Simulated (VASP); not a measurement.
# HgS (F-43m) in VASP: single point with HSE06

Aim: the single point of HgS with HSE06.

Program: VASP 6.6.1. These are calculated values, not measurements. Logs are shortened: lines on timing, memory, paths and dates and some standing lists are left out, and cuts for length are marked.

### Step 1. The cell of the first run

It takes space group F-43m (No. 216, cubic). The conventional cell has a = 5.930 Å, b = 5.930 Å, c = 5.930 Å, α = 90.00°, β = 90.00°, γ = 90.00°. Hg (site symmetry -43m) has 4 S at 2.57 Å within 3.4 Å. S (site symmetry -43m) has 4 Hg at 2.57 Å within 3.4 Å.

### Step 2. Single point, HSE06

POSCAR

```
HgS
1.0
    0.0000000000      2.9651863289      2.9651863289
    2.9651863289      0.0000000000      2.9651863289
    2.9651863289      2.9651863289      0.0000000000
Hg S
1 1
Direct
    0.0000000000      0.0000000000      0.0000000000
    0.2500000000      0.2500000000      0.2500000000
```

INCAR.step1

```
SYSTEM = HgS
PREC = Accurate ; ENCUT = 400
EDIFF = 1E-5 ; ISMEAR = -1
SIGMA = 0.02 ; LREAL = .False.
LASPH = .True. ; NELM = 120
ALGO = Normal ; ISIF = 2
LWAVE = .True. ; LCHARG = .False.
GGA = PE ; NBANDS = 16
GGA_COMPAT = .False.
```

INCAR.step2

```
SYSTEM = HgS
PREC = Accurate ; ENCUT = 400
EDIFF = 1E-6 ; ISMEAR = -1
SIGMA = 0.02 ; LREAL = .False.
LASPH = .True. ; NELM = 120
ALGO = Normal ; ISIF = 2
LWAVE = .False. ; LCHARG = .False.
GGA = PE ; LHFCALC = .True.
HFSCREEN = 0.2079 ; PRECFOCK = Normal
ISTART = 1 ; NBANDS = 16
GGA_COMPAT = .False.
```

KPOINTS

```
Automatic mesh
0
Gamma
  6 6 6
  0 0 0
```

Potentials or basis: VASP PAW PBE potentials, release 64 (Hg, S).

Run with:

```sh
$ cat potpaw_PBE.64/Hg/POTCAR potpaw_PBE.64/S/POTCAR > POTCAR
$ cp INCAR.step1 INCAR
$ mpirun -np 1 vasp_std > vasp.out
$ cp INCAR.step2 INCAR
$ mpirun -np 1 vasp_std > vasp.out
```

OUTCAR:

```text
SYSTEM = HgS
   PREC = Accurate
   ENCUT = 400
   EDIFF = 1E-6
   ISMEAR = -1
   LREAL = .False.
   LASPH = .True.
   NELM = 120
   ISIF = 2
   GGA = PE
   LHFCALC = .True.
   HFSCREEN = 0.2079
   PRECFOCK = Normal
   ISTART = 1

 ion  position               nearest neighbor table
   1  0.000  0.000  0.000-   2 2.57   2 2.57   2 2.57   2 2.57
   2  0.250  0.250  0.250-   1 2.57   1 2.57   1 2.57   1 2.57

  LATTYP: Found a face centered cubic cell.
 ALAT       =     5.9303726578

  Lattice vectors:

 A1 = (   0.0000000000,   2.9651863289,   2.9651863289)
 A2 = (   2.9651863289,   0.0000000000,   2.9651863289)
 A3 = (   2.9651863289,   2.9651863289,   0.0000000000)

Analysis of symmetry for initial positions (statically):
=====================================================================
 Subroutine PRICEL returns:
 Original cell was already a primitive cell.

 Routine SETGRP: Setting up the symmetry group for a
 face centered cubic supercell.

 Subroutine GETGRP returns: Found 24 space group operations
 (whereof 24 operations were pure point group operations)
 out of a pool of 48 trial point group operations.

The static configuration has the point symmetry T_d .

Analysis of symmetry for dynamics (positions and initial velocities):
=====================================================================
 Subroutine PRICEL returns:
 Original cell was already a primitive cell.

 Routine SETGRP: Setting up the symmetry group for a
 face centered cubic supercell.

 Subroutine GETGRP returns: Found 24 space group operations
 (whereof 24 operations were pure point group operations)
 out of a pool of 48 trial point group operations.

The dynamic configuration has the point symmetry T_d .

 Subroutine INISYM returns: Found 24 space group operations
 (whereof 24 operations are pure point group operations),
 and found     1 'primitive' translations

----------------------------------------------------------------------------------------

                                     Primitive cell

  volume of cell :      52.1418

  direct lattice vectors                    reciprocal lattice vectors
     0.000000000  2.965186329  2.965186329    -0.168623467  0.168623467  0.168623467
     2.965186329  0.000000000  2.965186329     0.168623467 -0.168623467  0.168623467
     2.965186329  2.965186329  0.000000000     0.168623467  0.168623467 -0.168623467

  length of vectors
     4.193406721  4.193406721  4.193406721     0.292064413  0.292064413  0.292064413

  position of ions in fractional coordinates (direct lattice)
[... 78 lines left out ...]
   POTIM  = 0.5000    time-step for ionic-motion
   TEBEG  =    0.0;   TEEND  =   0.0 temperature during run
   PSTRESS=    0.0 pullay stress
   NELECT =      18.0000    total number of electrons
   NUPDOWN=      -1.0000    fix difference up-down
   EMIN   =  10.00;   EMAX   =-10.00  energy-range for DOS
   EFERMI =   0.00;   METHOD = LEGACY
   ISMEAR =    -1;   SIGMA  =   0.02  broadening in eV -4-tet -1-fermi 0-gaus
   EFERMI_NEDOS =   21; number of points for ismear=-14 and -15
   IALGO  =     38    algorithm
   IMIX   =      1    mixing-type and parameters
     AMIX     =   0.40;   BMIX     =  1.00
     AMIX_MAG =   1.60;   BMIX_MAG =  1.00
  volume/ion in A,a.u.               =      26.07       175.94
  Fermi-wavevector in a.u.,A,eV,Ry     =   1.148428  2.170214 17.944537  1.318886
  Thomas-Fermi vector in A             =   2.285103
   LORBIT       =      0    0 simple, 1 ext, 2 COOP (PROOUT), +10 PAW based schemes
   GGA     = PE    functional components
   LHFCALC =     T    Hartree Fock is set to
   PRECFOCK=normal    Normal, Fast or Accurate (Low or Medium for compatibility)
   ENCUT4O =  -1.0   cutoff for four orbital integrals eV
   NKREDX  =     1    reduce k-point grid by
   NKREDY  =     1    reduce k-point grid by
   NKREDZ  =     1    reduce k-point grid by
   AEXX    =    0.2500 exact exchange contribution
   HFSCREEN=    0.2079 screening length (either q_TF or 0.3 A-1)
   HFSCREENC=   0.2079 screening length for correlation (either q_TF or 0.3 A-1)
   ENCUTFOCK=  -1.0 apply spherical cutoff to Coloumb kernel
   IVDW    =     0    specifies the selected vdW correction
   LEPSILON=     F    determine dielectric tensor
   LRPA    =     F    only Hartree local field effects (RPA)
 non-spin polarized calculation
  energy-cutoff  :      400.00
  volume of cell :       52.14
 maximum number of plane-waves:       960
  NGX = 24; NGY = 24; NGZ = 24

 number of electron      17.9999999 magnetization

 Free energy of the ion-electron system (eV)
  ---------------------------------------------------
  ext. energy  EPLUGINS =         0.00000000
  ---------------------------------------------------
  free energy    TOTEN  =        -5.88690255 eV

  energy without entropy =       -5.88690183  energy(sigma->0) =       -5.88690219

 E-fermi :   1.3451     XC(G=0):  -7.5612

 val. band max:        1.1517596664   @ k =   0.0000   0.0000   0.0000
 cond. band min:       1.5163860734   @ k =   0.0000   0.0000   0.0000
 fundamental gap:      0.3646264070
 Fermi energy:         1.3450599391

 k-point     1 :       0.0000    0.0000    0.0000
  band No.  band energies     occupation
      1     -13.0832      2.00000
      2      -6.6666      2.00000
      3      -6.6666      2.00000
      4      -6.6666      2.00000
      5      -5.8257      2.00000
      6      -5.8257      2.00000
[... 281 lines left out ...]
      3      -6.1911      2.00000
      4      -5.9972      2.00000
      5      -5.7735      2.00000
      6      -5.1553      2.00000
[... 8 lines left out ...]
     15      15.0929      0.00000
     16      15.2710      0.00000

------------------------ aborting loop because EDIFF is reached ----------------------------------------

  FORCE on cell =-STRESS in cart. coord.  units (eV):
  Direction    XX          YY          ZZ          XY          YZ          ZX
  --------------------------------------------------------------------------------------
  -------------------------------------------------------------------------------------
  Total       -0.0045133     -0.0045133     -0.0045133      0.0000000      0.0000000      0.0000000
  in kB       -0.1386802     -0.1386802     -0.1386802      0.0000000      0.0000000      0.0000000
  external PRESSURE =      -0.1386802 kB  Pullay stress =       0.0000000 kB

 VOLUME and BASIS-vectors are now :
 -----------------------------------------------------------------------------
  energy-cutoff  :      400.00
  volume of cell :       52.14
      direct lattice vectors                 reciprocal lattice vectors
     0.000000000  2.965186329  2.965186329    -0.168623467  0.168623467  0.168623467
     2.965186329  0.000000000  2.965186329     0.168623467 -0.168623467  0.168623467
     2.965186329  2.965186329  0.000000000     0.168623467  0.168623467 -0.168623467

 POSITION                                       TOTAL-FORCE (eV/Angst)
 -----------------------------------------------------------------------------------
      0.00000      0.00000      0.00000         0.000000      0.000000      0.000000
      1.48259      1.48259      1.48259        -0.000000     -0.000000     -0.000000
 -----------------------------------------------------------------------------------
    total drift:                                0.000013      0.000013      0.000010

  FREE ENERGIE OF THE ION-ELECTRON SYSTEM (eV)
  ---------------------------------------------------
  free  energy   TOTEN  =        -5.8869025455 eV

  energy  without entropy=       -5.8869018322  energy(sigma->0) =       -5.88690219
```

OUTCAR.step1:

```text
SYSTEM = HgS
   PREC = Accurate
   ENCUT = 400
   EDIFF = 1E-5
   ISMEAR = -1
   LREAL = .False.
[... 514 lines left out ...]
      0.00000      0.00000      0.00000         0.000000      0.000000      0.000000
      1.48259      1.48259      1.48259        -0.000000     -0.000000     -0.000000
 -----------------------------------------------------------------------------------
    total drift:                               -0.000000     -0.000000     -0.000000

  FREE ENERGIE OF THE ION-ELECTRON SYSTEM (eV)
  ---------------------------------------------------
  free  energy   TOTEN  =        -4.5386761002 eV

  energy  without entropy=       -4.5383223495  energy(sigma->0) =       -4.53849922
```

It took 83 min on 1 thread of AMD EPYC, shared host; peak memory 0.25 GiB.

What came out:

```
Free energy            : -5.8869 eV
Pressure               : 0.0 GPa
Band gap on the k mesh : 0.36 eV
```

Caveat: the structure was generated, so it needn't be the stable form of HgS; the PAW data sets were made with another functional, which shifts forces and pressure a little; spin-orbit coupling is left out, which moves the levels of the heavy elements.
